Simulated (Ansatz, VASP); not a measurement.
## BN: VASP beside Ansatz

File INCAR:

```
  PREC = Accurate
  ENCUT = 520
  EDIFF = 1E-7
  ISMEAR = 0
  SIGMA = 0.05
  LREAL = F
  LASPH = T
  NELM = 100
  ALGO = Normal
  ISIF = 2
  LWAVE = F
  LCHARG = F
  GGA = PE
  NBANDS = 11
```

KPOINTS

```
regular mesh
0
Gamma
  12 12 12
```

Contents of POSCAR:

```
BN
1.0
    0.0000000000      1.8120810260      1.8120810260
    1.8120810260      0.0000000000      1.8120810260
    1.8120810260      1.8120810260      0.0000000000
B N
1 1
Direct
    0.0000000000      0.0000000000     -0.0397333226
    0.7500000000      0.7500000000      0.7806644690
```

Input for Ansatz:

```yaml
crystal:
  lattice:
    - [0.0, 1.812081026, 1.812081026]
    - [1.812081026, 0.0, 1.812081026]
    - [1.812081026, 1.812081026, 0.0]
  atoms:
    - { symbol: B, position: [0.0, 0.0, -0.0397333226] }
    - { symbol: "N", position: [0.75, 0.75, 0.780664469] }
basis:
  ecutwfc: 520.0
kpoints:
  mp_grid: { grid: [12, 12, 12] }
hamiltonian:
  xc: pbe
  pseudopotentials: { kind: paw, azcp: { folder: soft_1 } }
scf:
  occupations: { method: gaussian, width: 0.05 }
output:
  forces: true
  stress: true
  eigenvalues: true
```

Change from the starting cell: mode 4 frozen in at -0.072 Å and mode 6 at -0.072 Å (largest displacements).

Alike in both runs: task single point; functional PBE; k mesh 12 × 12 × 12; occupations gaussian, width 0.05 eV; no spin polarisation.

|  | VASP | Ansatz |
| --- | --- | --- |
| version | VASP 6.6.1 | Ansatz 0.2.0 |
| potentials or method | VASP PAW PBE potentials, release 64 (B, N), cutoff 520 eV | scalar-relativistic, plane waves, PAW |
| valence electrons in the cell | 8 | 8 |

VASP gave:

```
gap on the k mesh at the Fermi level (eV)                     : 2.83
least direct gap on the mesh (eV)                             : 6.93
pressure (GPa)                                                : 9.8
traceless stress, the component that is largest in VASP (GPa) : 9.98
rms of the force components (eV/Å)                            : 2.609
```

Task: Estimate Ansatz's values.

Result: gap on the k mesh at the Fermi level (eV): 2.84; least direct gap on the mesh (eV): 6.93; pressure (GPa): 9.5; traceless stress, the component that is largest in VASP (GPa): 9.94; rms of the force components (eV/Å): 2.597.

Atom by atom the forces differ by 0.012 eV/Å (rms over components).
